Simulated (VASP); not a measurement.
# SnH2 (Fm-3m) in VASP: single point with PBE

Aim: the single point of SnH2 with PBE.

Program: VASP 6.6.1. These are calculated values, not measurements. Logs are shortened: lines on timing, memory, paths and dates and some standing lists are left out, and cuts for length are marked.

## Step 1: The cell of the first run

It takes space group Fm-3m (No. 225, cubic). Conventional cell: a = 5.309 Å, b = 5.309 Å, c = 5.309 Å, α = 90.00°, β = 90.00°, γ = 90.00°. Sn (site symmetry m-3m) has 8 H at 2.30 Å within 3.0 Å. H (site symmetry -43m) has 4 Sn at 2.30 Å and 6 H at 2.65 Å within 3.0 Å.

## Step 2: Single point, PBE

The input, INCAR:

```
PREC = Accurate
ENCUT = 520
EDIFF = 1E-6
ISMEAR = -1
SIGMA = 0.02
LREAL = False
LASPH = True
NELM = 60
ALGO = Normal
ISIF = 2
LWAVE = False
LCHARG = False
GGA = PE
NBANDS = 15
```

The input, KPOINTS:

```
regular mesh
0
Gamma
  6 6 6
```

The input, POSCAR:

```
SnH2
1.0
    0.0000000000      2.6545080109      2.6545080109
    2.6545080109      0.0000000000      2.6545080109
    2.6545080109      2.6545080109      0.0000000000
Sn H
1 2
Direct
    0.0000000000      0.0000000000      0.0000000000
    0.2500000000      0.2500000000      0.2500000000
    0.7500000000      0.7500000000      0.7500000000
```

Potentials or basis: VASP PAW PBE potentials, release 64 (Sn_d, H).

Run with:

```
cat potpaw_PBE.64/Sn_d/POTCAR potpaw_PBE.64/H/POTCAR > POTCAR
mpirun -np 1 vasp_std > vasp.out
```

OUTCAR:

```text
PREC = Accurate
   ENCUT = 520
   EDIFF = 1E-6
   ISMEAR = -1
   LREAL = False
   LASPH = True
   NELM = 60
   ISIF = 2
   GGA = PE

 ion  position               nearest neighbor table
   1  0.000  0.000  0.000-   3 2.30   3 2.30   3 2.30   2 2.30   3 2.30   2 2.30   2 2.30   2 2.30

   2  0.250  0.250  0.250-   1 2.30   1 2.30   1 2.30   1 2.30
   3  0.750  0.750  0.750-   1 2.30   1 2.30   1 2.30   1 2.30

  LATTYP: Found a face centered cubic cell.
 ALAT       =     5.3090160218

  Lattice vectors:

 A1 = (   0.0000000000,   2.6545080109,   2.6545080109)
 A2 = (   2.6545080109,   0.0000000000,   2.6545080109)
 A3 = (   2.6545080109,   2.6545080109,   0.0000000000)

Analysis of symmetry for initial positions (statically):
=====================================================================
 Subroutine PRICEL returns:
 Original cell was already a primitive cell.

 Routine SETGRP: Setting up the symmetry group for a
 face centered cubic supercell.

 Subroutine GETGRP returns: Found 48 space group operations
 (whereof 48 operations were pure point group operations)
 out of a pool of 48 trial point group operations.

The static configuration has the point symmetry O_h .

Analysis of symmetry for dynamics (positions and initial velocities):
=====================================================================
 Subroutine PRICEL returns:
 Original cell was already a primitive cell.

 Routine SETGRP: Setting up the symmetry group for a
 face centered cubic supercell.

 Subroutine GETGRP returns: Found 48 space group operations
 (whereof 48 operations were pure point group operations)
 out of a pool of 48 trial point group operations.

The dynamic configuration has the point symmetry O_h .

 Subroutine INISYM returns: Found 48 space group operations
 (whereof 48 operations are pure point group operations),
 and found     1 'primitive' translations

----------------------------------------------------------------------------------------

                                     Primitive cell

  volume of cell :      37.4095

  direct lattice vectors                    reciprocal lattice vectors
     0.000000000  2.654508011  2.654508011    -0.188358821  0.188358821  0.188358821
     2.654508011  0.000000000  2.654508011     0.188358821 -0.188358821  0.188358821
     2.654508011  2.654508011  0.000000000     0.188358821  0.188358821 -0.188358821

  length of vectors
     3.754041230  3.754041230  3.754041230     0.326247049  0.326247049  0.326247049

  position of ions in fractional coordinates (direct lattice)
     0.000000000  0.000000000  0.000000000
     0.250000000  0.250000000  0.250000000
     0.750000000  0.750000000  0.750000000

  ion indices of the primitive-cell ions
   primitive index   ion index
                 1           1
                 2           2
                 3           3

----------------------------------------------------------------------------------------

 KPOINTS: regular mesh

Automatic generation of k-mesh.
 Grid dimensions read from file:
 generate k-points for:    6    6    6

 Generating k-lattice:

  Cartesian coordinates                     Fractional coordinates (reciprocal lattice)
    -0.031393137  0.031393137  0.031393137     0.166666667  0.000000000  0.000000000
     0.031393137 -0.031393137  0.031393137     0.000000000  0.166666667  0.000000000
     0.031393137  0.031393137 -0.031393137     0.000000000  0.000000000  0.166666667

  Length of vectors
     0.054374508  0.054374508  0.054374508

  Shift w.r.t. Gamma in fractional coordinates (k-lattice)
     0.000000000  0.000000000  0.000000000

 Subroutine IBZKPT returns following result:
 ===========================================

 Found     16 irreducible k-points:

 Following reciprocal coordinates:
            Coordinates               Weight
  0.000000  0.000000  0.000000      1.000000
  0.166667  0.000000  0.000000      8.000000
  0.333333  0.000000  0.000000      8.000000
  0.500000  0.000000  0.000000      4.000000
  0.166667  0.166667  0.000000      6.000000
  0.333333  0.166667  0.000000     24.000000
[... 8 lines left out ...]
 -0.333333  0.333333  0.166667     24.000000
 -0.333333  0.500000  0.166667     12.000000
   k-points           NKPTS =     16   k-points in BZ     NKDIM =     16   number of bands    NBANDS=     15
   number of dos      NEDOS =    301   number of ions     NIONS =      3
   total plane-waves  NPLWV =  21952
   dimension x,y,z NGX =    28 NGY =   28 NGZ =   28
   dimension x,y,z NGXF=    56 NGYF=   56 NGZF=   56
   ions per type =               1   2
   NGX,Y,Z   is equivalent  to a cutoff of  12.40, 12.40, 12.40 a.u.
   NGXF,Y,Z  is equivalent  to a cutoff of  24.80, 24.80, 24.80 a.u.
 SYSTEM =  unknown system
   PREC   = accura    normal or accurate (medium, high low for compatibility)
   ISTART =      0    job   : 0-new  1-cont  2-samecut
   ICHARG =      2    charge: 1-file 2-atom 10-const
   ISPIN  =      1    spin polarized calculation?
   LNONCOLLINEAR =      F non collinear calculations
   LSORBIT =      F    spin-orbit coupling
   LASPH  =      T    aspherical Exc in radial PAW
   ENCUT  =  520.0 eV  38.22 Ry    6.18 a.u.   6.98  6.98  6.98*2*pi/ulx,y,z
   NELM   =     60;   NELMIN=  2; NELMDL= -5     # of ELM steps
   EDIFF  = 0.1E-05   stopping-criterion for ELM
   LREAL  =      F    real-space projection
   EDIFFG = 0.1E-04   stopping-criterion for IOM
   NSW    =      0    number of steps for IOM
   IBRION =     -1    ionic relax: 0-MD 1-quasi-New 2-CG
   NFREE  =      0    steps in history (QN), initial steepest desc. (CG)
   ISIF   =      2    stress and relaxation
   ISYM   =      2    0-nonsym 1-usesym 2-fastsym
   POTIM  = 0.5000    time-step for ionic-motion
   TEBEG  =    0.0;   TEEND  =   0.0 temperature during run
   PSTRESS=    0.0 pullay stress
   NELECT =      16.0000    total number of electrons
   NUPDOWN=      -1.0000    fix difference up-down
   EMIN   =  10.00;   EMAX   =-10.00  energy-range for DOS
   EFERMI =   0.00;   METHOD = LEGACY
   ISMEAR =    -1;   SIGMA  =   0.02  broadening in eV -4-tet -1-fermi 0-gaus
   EFERMI_NEDOS =   21; number of points for ismear=-14 and -15
   IALGO  =     38    algorithm
   IMIX   =      4    mixing-type and parameters
     AMIX     =   0.40;   BMIX     =  1.00
     AMIX_MAG =   1.60;   BMIX_MAG =  1.00
  volume/ion in A,a.u.               =      12.47        84.15
  Fermi-wavevector in a.u.,A,eV,Ry     =   1.233448  2.330878 20.699816  1.521394
  Thomas-Fermi vector in A             =   2.368178
   LORBIT       =      0    0 simple, 1 ext, 2 COOP (PROOUT), +10 PAW based schemes
   GGA     = PE    functional components
   LHFCALC =     F    Hartree Fock is set to
   AEXX    =    0.0000 exact exchange contribution
   IVDW    =     0    specifies the selected vdW correction
   LEPSILON=     F    determine dielectric tensor
   LRPA    =     F    only Hartree local field effects (RPA)
 non-spin polarized calculation
  energy-cutoff  :      520.00
  volume of cell :       37.41
 maximum number of plane-waves:      1018
   NGX = 13   NGY = 13   NGZ = 13

 number of electron      15.9999996 magnetization

 Free energy of the ion-electron system (eV)
  ---------------------------------------------------
  ext. energy  EPLUGINS =         0.00000000
  ---------------------------------------------------
  free energy    TOTEN  =        -9.07954325 eV

  energy without entropy =       -9.07660297  energy(sigma->0) =       -9.07807311

 E-fermi :   6.0654     XC(G=0):  -9.7486

 val. band max:        6.0551601377   @ k =  -0.3333   0.3333   0.1667
 cond. band min:       6.5016437882   @ k =   0.5000   0.5000   0.0000
 fundamental gap:      0.4464836505
 Fermi energy:         6.0653766502

 k-point     1 :       0.0000    0.0000    0.0000
  band No.  band energies     occupation
      1     -15.7274      2.00000
      2     -15.7274      2.00000
      3     -15.7274      2.00000
      4     -15.6996      2.00000
      5     -15.6996      2.00000
      6      -5.5316      2.00000
      7       5.0783      2.00000
      8      10.6559      0.00000
      9      10.6559      0.00000
     10      10.6559      0.00000
     11      11.2633      0.00000
     12      14.0992      0.00000
     13      14.0992      0.00000
     14      14.0992      0.00000
     15      17.0212      0.00000

 k-point     2 :       0.1667    0.0000    0.0000
  band No.  band energies     occupation
      1     -15.7298      2.00000
      2     -15.7209      2.00000
      3     -15.7209      2.00000
      4     -15.6975      2.00000
      5     -15.6975      2.00000
      6      -5.0952      2.00000
      7       4.3916      2.00000
      8       7.7069      0.00000
      9      10.0765      0.00000
     10      10.0765      0.00000
     11      11.5757      0.00000
     12      14.8796      0.00000
     13      14.8796      0.00000
     14      16.1575      0.00000
     15      16.9954      0.00000

 k-point     3 :       0.3333    0.0000    0.0000
  band No.  band energies     occupation
      1     -15.7355      2.00000
      2     -15.7214      2.00000
      3     -15.7214      2.00000
      4     -15.6798      2.00000
      5     -15.6798      2.00000
      6      -3.8051      2.00000
      7       1.6828      2.00000
      8       6.6894      0.00000
      9       9.3497      0.00000
     10       9.3497      0.00000
     11      10.5323      0.00000
     12      14.2733      0.00000
     13      14.2733      0.00000
     14      17.6585      0.00000
     15      18.7410      0.00000
[... 199 lines left out ...]
 k-point    15 :      -0.3333    0.3333    0.1667
  band No.  band energies     occupation
      1     -15.7271      2.00000
      2     -15.7248      2.00000
      3     -15.6997      2.00000
      4     -15.6912      2.00000
      5     -15.6670      2.00000
      6      -1.1248      2.00000
      7       0.2450      2.00000
      8       2.4264      2.00000
      9       6.0552      1.25000
     10      10.6616      0.00000
     11      10.9947      0.00000
     12      15.2279      0.00000
     13      16.6305      0.00000
     14      19.0371      0.00000
     15      19.8277      0.00000

 k-point    16 :      -0.3333    0.5000    0.1667
  band No.  band energies     occupation
      1     -15.7500      2.00000
      2     -15.7224      2.00000
      3     -15.6903      2.00000
      4     -15.6823      2.00000
      5     -15.6595      2.00000
      6      -0.1064      2.00000
      7       0.0565      2.00000
      8       1.6353      2.00000
      9       5.4232      2.00000
     10       9.2211      0.00000
     11      12.6104      0.00000
     12      13.4287      0.00000
     13      18.0617      0.00000
     14      21.0336      0.00000
     15      22.0076      0.00000

------------------------ aborting loop because EDIFF is reached ----------------------------------------

  FORCE on cell =-STRESS in cart. coord.  units (eV):
  Direction    XX          YY          ZZ          XY          YZ          ZX
  --------------------------------------------------------------------------------------
  -------------------------------------------------------------------------------------
  Total        0.3665581      0.3665581      0.3665581     -0.0000000      0.0000000      0.0000000
  in kB       15.6989726     15.6989726     15.6989726     -0.0000000      0.0000000      0.0000000
  external PRESSURE =      15.6989726 kB  Pullay stress =       0.0000000 kB

 VOLUME and BASIS-vectors are now :
 -----------------------------------------------------------------------------
  energy-cutoff  :      520.00
  volume of cell :       37.41
      direct lattice vectors                 reciprocal lattice vectors
     0.000000000  2.654508011  2.654508011    -0.188358821  0.188358821  0.188358821
     2.654508011  0.000000000  2.654508011     0.188358821 -0.188358821  0.188358821
     2.654508011  2.654508011  0.000000000     0.188358821  0.188358821 -0.188358821

 POSITION                                       TOTAL-FORCE (eV/Angst)
 -----------------------------------------------------------------------------------
      0.00000      0.00000      0.00000        -0.000000     -0.000000     -0.000000
      1.32725      1.32725      1.32725        -0.000000     -0.000000     -0.000000
      3.98176      3.98176      3.98176         0.000000      0.000000      0.000000
 -----------------------------------------------------------------------------------
    total drift:                               -0.000000     -0.000000      0.000000

  FREE ENERGIE OF THE ION-ELECTRON SYSTEM (eV)
  ---------------------------------------------------
  free  energy   TOTEN  =        -9.0795432491 eV

  energy  without entropy=       -9.0766029680  energy(sigma->0) =       -9.07807311
```

Wall time 6.5 s (1 thread of Intel Xeon Platinum 8488C (Sapphire Rapids), shared host); peak memory 0.15 GiB.

Results:

```
Free energy            : -9.0795 eV
Pressure               : 1.6 GPa
Band gap on the k mesh : zero (band 8 reaches 10.66 eV, above the bottom of band 9 at 5.42 eV)
```

Caveat: spin-orbit coupling is left out, which moves the levels of the heavy elements.
